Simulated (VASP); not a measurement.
# MoS2 (rutile type) (P4_2/mnm) in VASP: single point with PBE

Aim: the single point of MoS2 (rutile type) with PBE.

All numbers are computed with VASP 6.6.1; they aren't measurements. Logs are shortened: lines on timing, memory, paths and dates and some standing lists are left out, and cuts for length are marked.

## (1) The cell of the first run

The structure is tetragonal, space group P4_2/mnm (No. 136). Conventional cell: a = 5.989 Å, b = 5.989 Å, c = 3.296 Å, α = 90.00°, β = 90.00°, γ = 90.00°. Within 3.3 Å of Mo (site symmetry mmm) lie 6 S at 2.43 to 2.44 Å and 2 Mo at 3.30 Å. S (site symmetry m2m) has 3 Mo at 2.43 to 2.44 Å and 2 S at 3.30 Å within 3.3 Å.

## (2) Single point, PBE (19.70 Å³/atom)

Contents of INCAR:

```
ALGO     = Normal         # electronic algorithm
EDIFF    = 1E-6           # SCF threshold, eV
ENCUT    = 520            # plane-wave cutoff, eV
GGA      = PE             # functional
ISIF     = 2              # what is computed and relaxed
ISMEAR   = -1             # smearing method
LASPH    = True           # aspherical terms in the spheres
LCHARG   = True           # write CHGCAR
LELF     = True           # ELF
LREAL    = False          # projectors in reciprocal space
LVHAR    = True         
LWAVE    = False          # write WAVECAR
NBANDS   = 35             # bands
NELM     = 100            # most SCF steps
PREC     = Accurate       # precision mode
SIGMA    = 0.03           # smearing width, eV
```

Contents of KPOINTS:

```
k-points
0
Gamma
  6 6 10
```

Contents of POSCAR:

```
MoS2
1.0
    5.9894262290      0.0000000000      0.0000000000
    0.0000000000      5.9894262290      0.0000000000
    0.0000000000      0.0000000000      3.2955483600
Mo S
2 4
Direct
    0.0000000000      0.0000000000      0.0000000000
    0.5000000000      0.5000000000      0.5000000000
    0.2870085415      0.2870085415      0.0000000000
    0.7129914585      0.7129914585      0.0000000000
    0.7870085415      0.2129914585      0.5000000000
    0.2129914585      0.7870085415      0.5000000000
```

Potentials or basis: VASP PAW PBE potentials, release 64 (Mo_sv, S).

Command:

```bash
$ cat potpaw_PBE.64/Mo_sv/POTCAR potpaw_PBE.64/S/POTCAR > POTCAR
$ mpirun -np 1 vasp_std > vasp.out
```

OUTCAR:

```text
EDIFF = 1E-6
   ENCUT = 520
   GGA = PE
   ISIF = 2
   ISMEAR = -1
   LASPH = True
   LREAL = False
   NELM = 100
   PREC = Accurate

 ion  position               nearest neighbor table
   1  0.000  0.000  0.000-   3 2.43   4 2.43   5 2.44   6 2.44   5 2.44   6 2.44
   2  0.500  0.500  0.500-   5 2.43   6 2.43   3 2.44   4 2.44   3 2.44   4 2.44
   3  0.287  0.287  0.000-   1 2.43   2 2.44   2 2.44
   4  0.713  0.713  0.000-   1 2.43   2 2.44   2 2.44
   5  0.787  0.213  0.500-   2 2.43   1 2.44   1 2.44
   6  0.213  0.787  0.500-   2 2.43   1 2.44   1 2.44

  LATTYP: Found a simple tetragonal cell.
 ALAT       =     5.9894262290
 C/A-ratio  =     0.5502277237

  Lattice vectors:

 A1 = (   5.9894262290,   0.0000000000,   0.0000000000)
 A2 = (   0.0000000000,   5.9894262290,   0.0000000000)
 A3 = (   0.0000000000,   0.0000000000,   3.2955483600)

Analysis of symmetry for initial positions (statically):
=====================================================================
 Subroutine PRICEL returns:
 Original cell was already a primitive cell.

 Routine SETGRP: Setting up the symmetry group for a
 simple tetragonal supercell.

 Subroutine GETGRP returns: Found 16 space group operations
 (whereof  8 operations were pure point group operations)
 out of a pool of 16 trial point group operations.

The static configuration has the point symmetry D_2h.
 The point group associated with its full space group is D_4h.

Analysis of symmetry for dynamics (positions and initial velocities):
=====================================================================
 Subroutine PRICEL returns:
 Original cell was already a primitive cell.

 Routine SETGRP: Setting up the symmetry group for a
 simple tetragonal supercell.

 Subroutine GETGRP returns: Found 16 space group operations
 (whereof  8 operations were pure point group operations)
 out of a pool of 16 trial point group operations.

The dynamic configuration has the point symmetry D_2h.
 The point group associated with its full space group is D_4h.

 Subroutine INISYM returns: Found 16 space group operations
 (whereof  8 operations are pure point group operations),
 and found     1 'primitive' translations

----------------------------------------------------------------------------------------

                                     Primitive cell

  volume of cell :     118.2220

  direct lattice vectors                    reciprocal lattice vectors
     5.989426229  0.000000000  0.000000000     0.166960901  0.000000000  0.000000000
     0.000000000  5.989426229  0.000000000     0.000000000  0.166960901  0.000000000
     0.000000000  0.000000000  3.295548360     0.000000000  0.000000000  0.303439638

  length of vectors
     5.989426229  5.989426229  3.295548360     0.166960901  0.166960901  0.303439638

  position of ions in fractional coordinates (direct lattice)
     0.000000000  0.000000000  0.000000000
     0.500000000  0.500000000  0.500000000
     0.287008542  0.287008542  0.000000000
     0.712991458  0.712991458  0.000000000
     0.787008542  0.212991458  0.500000000
     0.212991458  0.787008542  0.500000000

  ion indices of the primitive-cell ions
   primitive index   ion index
                 1           1
                 2           2
                 3           3
                 4           4
                 5           5
                 6           6

----------------------------------------------------------------------------------------

 KPOINTS: k-points

Automatic generation of k-mesh.
 Grid dimensions read from file:
 generate k-points for:    6    6   10

 Generating k-lattice:

  Cartesian coordinates                     Fractional coordinates (reciprocal lattice)
     0.027826817  0.000000000  0.000000000     0.166666667  0.000000000  0.000000000
     0.000000000  0.027826817  0.000000000     0.000000000  0.166666667  0.000000000
     0.000000000  0.000000000  0.030343964     0.000000000  0.000000000  0.100000000

  Length of vectors
     0.027826817  0.027826817  0.030343964

  Shift w.r.t. Gamma in fractional coordinates (k-lattice)
     0.000000000  0.000000000  0.000000000

 Subroutine IBZKPT returns following result:
 ===========================================

 Found     60 irreducible k-points:

 Following reciprocal coordinates:
            Coordinates               Weight
  0.000000  0.000000  0.000000      1.000000
  0.166667  0.000000  0.000000      4.000000
  0.333333  0.000000  0.000000      4.000000
  0.500000  0.000000  0.000000      2.000000
  0.166667  0.166667  0.000000      4.000000
  0.333333  0.166667  0.000000      8.000000
[... 16 lines left out ...]
  0.333333  0.000000  0.200000      8.000000
  0.500000  0.000000  0.200000      4.000000
 [... further k-points ...]
   k-points           NKPTS =     60   k-points in BZ     NKDIM =     60   number of bands    NBANDS=     35
   number of dos      NEDOS =    301   number of ions     NIONS =      6
   total plane-waves  NPLWV =  64512
   dimension x,y,z NGX =    48 NGY =   48 NGZ =   28
   dimension x,y,z NGXF=    96 NGYF=   96 NGZF=   56
   ions per type =               2   4
   NGX,Y,Z   is equivalent  to a cutoff of  13.32, 13.32, 14.12 a.u.
   NGXF,Y,Z  is equivalent  to a cutoff of  26.65, 26.65, 28.25 a.u.
 SYSTEM =  unknown system
   PREC   = accura    normal or accurate (medium, high low for compatibility)
   ISTART =      0    job   : 0-new  1-cont  2-samecut
   ICHARG =      2    charge: 1-file 2-atom 10-const
   ISPIN  =      1    spin polarized calculation?
   LNONCOLLINEAR =      F non collinear calculations
   LSORBIT =      F    spin-orbit coupling
   LASPH  =      T    aspherical Exc in radial PAW
   ENCUT  =  520.0 eV  38.22 Ry    6.18 a.u.  11.14 11.14  6.13*2*pi/ulx,y,z
   NELM   =    100;   NELMIN=  2; NELMDL= -5     # of ELM steps
   EDIFF  = 0.1E-05   stopping-criterion for ELM
   LREAL  =      F    real-space projection
   EDIFFG = 0.1E-04   stopping-criterion for IOM
   NSW    =      0    number of steps for IOM
   IBRION =     -1    ionic relax: 0-MD 1-quasi-New 2-CG
   NFREE  =      0    steps in history (QN), initial steepest desc. (CG)
   ISIF   =      2    stress and relaxation
   ISYM   =      2    0-nonsym 1-usesym 2-fastsym
   POTIM  = 0.5000    time-step for ionic-motion
   TEBEG  =    0.0;   TEEND  =   0.0 temperature during run
   PSTRESS=    0.0 pullay stress
   NELECT =      52.0000    total number of electrons
   NUPDOWN=      -1.0000    fix difference up-down
   EMIN   =  10.00;   EMAX   =-10.00  energy-range for DOS
   EFERMI =   0.00;   METHOD = LEGACY
   ISMEAR =    -1;   SIGMA  =   0.03  broadening in eV -4-tet -1-fermi 0-gaus
   EFERMI_NEDOS =   21; number of points for ismear=-14 and -15
   IALGO  =     38    algorithm
   IMIX   =      4    mixing-type and parameters
     AMIX     =   0.40;   BMIX     =  1.00
     AMIX_MAG =   1.60;   BMIX_MAG =  1.00
  volume/ion in A,a.u.               =      19.70       132.97
  Fermi-wavevector in a.u.,A,eV,Ry     =   1.245021  2.352748 21.090071  1.550077
  Thomas-Fermi vector in A             =   2.379262
   LORBIT       =      0    0 simple, 1 ext, 2 COOP (PROOUT), +10 PAW based schemes
   GGA     = PE    functional components
   LHFCALC =     F    Hartree Fock is set to
   AEXX    =    0.0000 exact exchange contribution
   IVDW    =     0    specifies the selected vdW correction
   LEPSILON=     F    determine dielectric tensor
   LRPA    =     F    only Hartree local field effects (RPA)
 non-spin polarized calculation
  energy-cutoff  :      520.00
  volume of cell :      118.22
 maximum number of plane-waves:      3224
 NGX is ok and might be reduce to    48
   NGX = 23   NGY = 23   NGZ = 13

 number of electron      52.0000003 magnetization

 Free energy of the ion-electron system (eV)
  ---------------------------------------------------
  ext. energy  EPLUGINS =         0.00000000
  ---------------------------------------------------
  free energy    TOTEN  =       -41.07452795 eV

  energy without entropy =      -41.05903898  energy(sigma->0) =      -41.06678347

 E-fermi :   6.1726     XC(G=0): -10.3575

 val. band max:        6.1657202829   @ k =   0.1667   0.1667   0.1000
 cond. band min:       6.1845019708   @ k =   0.3333   0.1667   0.1000
 fundamental gap:      0.0187816879
 Fermi energy:         6.1725654190

 k-point     1 :       0.0000    0.0000    0.0000
  band No.  band energies     occupation
      1     -55.3890      2.00000
      2     -55.3885      2.00000
      3     -29.4872      2.00000
      4     -29.4872      2.00000
      5     -29.4536      2.00000
      6     -29.4536      2.00000
[... 27 lines left out ...]
     34      11.2035      0.00000
     35      12.4193      0.00000

 k-point     2 :       0.1667    0.0000    0.0000
  band No.  band energies     occupation
      1     -55.3890      2.00000
      2     -55.3885      2.00000
      3     -29.4869      2.00000
      4     -29.4869      2.00000
      5     -29.4539      2.00000
      6     -29.4539      2.00000
[... 27 lines left out ...]
     34      11.1091      0.00000
     35      12.1439      0.00000

 k-point     3 :       0.3333    0.0000    0.0000
  band No.  band energies     occupation
      1     -55.3889      2.00000
      2     -55.3886      2.00000
      3     -29.4861      2.00000
      4     -29.4861      2.00000
      5     -29.4547      2.00000
      6     -29.4547      2.00000
[... 27 lines left out ...]
     34      10.5572      0.00000
     35      12.1068      0.00000

 k-point     4 :       0.5000    0.0000    0.0000
  band No.  band energies     occupation
      1     -55.3887      2.00000
      2     -55.3887      2.00000
      3     -29.4857      2.00000
      4     -29.4857      2.00000
      5     -29.4551      2.00000
      6     -29.4551      2.00000
[... 27 lines left out ...]
     34       9.5989      0.00000
     35      12.7058      0.00000

 k-point     5 :       0.1667    0.1667    0.0000
  band No.  band energies     occupation
      1     -55.3890      2.00000
      2     -55.3885      2.00000
      3     -29.4873      2.00000
      4     -29.4861      2.00000
      5     -29.4547      2.00000
      6     -29.4535      2.00000
[... 638 lines left out ...]
 k-point    22 :       0.1667    0.0000    0.2000
  band No.  band energies     occupation
      1     -55.3849      2.00000
      2     -55.3845      2.00000
      3     -29.4812      2.00000
      4     -29.4812      2.00000
      5     -29.4620      2.00000
      6     -29.4610      2.00000
[... 27 lines left out ...]
     34      10.9759      0.00000
     35      12.4373      0.00000

 k-point    23 :       0.3333    0.0000    0.2000
  band No.  band energies     occupation
      1     -55.3849      2.00000
      2     -55.3846      2.00000
      3     -29.4810      2.00000
      4     -29.4810      2.00000
      5     -29.4616      2.00000
      6     -29.4610      2.00000
[... 27 lines left out ...]
     34      10.8649      0.00000
     35      12.8874      0.00000

 k-point    24 :       0.5000    0.0000    0.2000
  band No.  band energies     occupation
      1     -55.3847      2.00000
      2     -55.3847      2.00000
      3     -29.4809      2.00000
      4     -29.4809      2.00000
      5     -29.4612      2.00000
      6     -29.4612      2.00000
[... 27 lines left out ...]
     34      10.2442      0.00000
     35      13.5830      0.00000

 [... further k-points ...]
[... 5 lines left out ...]
  --------------------------------------------------------------------------------------
  -------------------------------------------------------------------------------------
  Total       -5.1935102     -5.1935102     -4.9582852      0.0000000      0.0000000      0.0000000
  in kB      -70.3839179    -70.3839179    -67.1960827      0.0000000      0.0000000      0.0000000
  external PRESSURE =     -69.3213062 kB  Pullay stress =       0.0000000 kB

 VOLUME and BASIS-vectors are now :
 -----------------------------------------------------------------------------
  energy-cutoff  :      520.00
  volume of cell :      118.22
      direct lattice vectors                 reciprocal lattice vectors
     5.989426229  0.000000000  0.000000000     0.166960901  0.000000000  0.000000000
     0.000000000  5.989426229  0.000000000     0.000000000  0.166960901  0.000000000
     0.000000000  0.000000000  3.295548360     0.000000000  0.000000000  0.303439638

 POSITION                                       TOTAL-FORCE (eV/Angst)
 -----------------------------------------------------------------------------------
      0.00000      0.00000      0.00000        -0.000000     -0.000000     -0.000000
      2.99471      2.99471      1.64777        -0.000000     -0.000000     -0.000000
      1.71902      1.71902      0.00000         0.174678      0.174678     -0.000000
      4.27041      4.27041      0.00000        -0.174678     -0.174678      0.000000
      4.71373      1.27570      1.64777         0.174678     -0.174678      0.000000
      1.27570      4.71373      1.64777        -0.174678      0.174678     -0.000000
 -----------------------------------------------------------------------------------
    total drift:                               -0.000000     -0.000000     -0.000000

  FREE ENERGIE OF THE ION-ELECTRON SYSTEM (eV)
  ---------------------------------------------------
  free  energy   TOTEN  =       -41.0745279518 eV

  energy  without entropy=      -41.0590389790  energy(sigma->0) =      -41.06678347
```

It took 4.4 min on 1 thread of Intel Xeon 8259CL, shared host; peak memory 0.37 GiB.

Results:

```yaml
Free_energy: -41.0745 eV
Pressure: -6.9 GPa
Largest_force: 0.247 eV/Å
Band_gap_on_the_k_mesh: zero (bands 26 and 27 overlap by 0.90 eV)
```

Forces on the atoms (eV/Å):
```
Mo   0.000  0.000  0.000
Mo   0.000  0.000  0.000
S    0.175  0.175  0.000
S   -0.175 -0.175  0.000
S    0.175 -0.175  0.000
S   -0.175  0.175  0.000
```

Stress tensor (GPa, compression positive):
```
-7.04  0.00  0.00
 0.00 -7.04  0.00
 0.00  0.00 -6.72
```

Levels at points of the mesh, in eV from the Fermi level:
```
           k point  band 23  band 24  band 25  band 26  band 27  band 28  band 29  band 30
(0.00, 0.00, 0.00)    -1.25    -0.84    -0.84    -0.29    -0.29    -0.16     0.32     1.47
(0.50, 0.00, 0.00)    -1.53    -1.53    -0.76    -0.76     0.82     0.82     0.96     0.96
(0.50, 0.50, 0.00)    -1.84    -1.84    -0.85    -0.85    -0.27    -0.27     1.74     1.74
(0.00, 0.00, 0.50)    -2.41    -2.41     0.46     0.46     1.01     1.01     1.46     1.46
(0.50, 0.00, 0.50)    -1.51    -1.51    -1.25    -1.25     1.23     1.23     1.39     1.39
(0.50, 0.50, 0.50)    -1.46    -1.46     0.11     0.11     0.16     0.16     1.37     1.37
```

Caveat: the cell stands under tension.
